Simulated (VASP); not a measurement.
SnSe: single point with LDA

Crystal: SnSe.

```
Sn Se
1.0
     0.00000    2.88984    2.88984
     2.88984    0.00000    2.88984
     2.88984    2.88984    0.00000
Sn Se
1 1
Direct
  0.00000 0.00000 0.00000
  0.50000 0.50000 0.50000
```

| Property | Result |
| --- | --- |
| Program | VASP 6.6.1 |
| Task | single point |
| Functional | LDA |
| Potentials or basis | VASP PAW LDA potentials, release 64 (Sn_d, Se) |
| Cutoff | 520 eV |
| k mesh | 8 × 8 × 8 |
| Occupations | gaussian, width 0.01 eV |
| Spin | no spin polarisation |

```json
{
 "Pressure": "4.2 GPa",
 "Band gap on the k mesh": "0.68 eV, indirect (least direct gap 0.85 eV)"
}
```

Levels at points of the mesh, in eV from the valence-band top:
```tsv
k point	band 7	band 8	band 9	band 10	band 11	band 12	band 13	band 14
(0.00, 0.00, 0.00)	-4.76	-2.54	-2.54	-2.54	4.67	4.67	4.67	5.70
(0.50, 0.00, 0.00)	-8.80	-2.25	-2.25	-0.20	1.01	1.08	1.08	8.50
(0.50, 0.50, 0.00)	-6.38	-6.16	-4.25	-4.25	2.55	5.95	5.95	6.68
```

It took 14 s on 1 thread of AMD EPYC 7R43 64-Core Processor (Zen 3), on a shared host, peak memory 0.12 GiB.

Caveat: spin-orbit coupling is left out, which moves the levels of the heavy elements. A k mesh can miss the band edges.
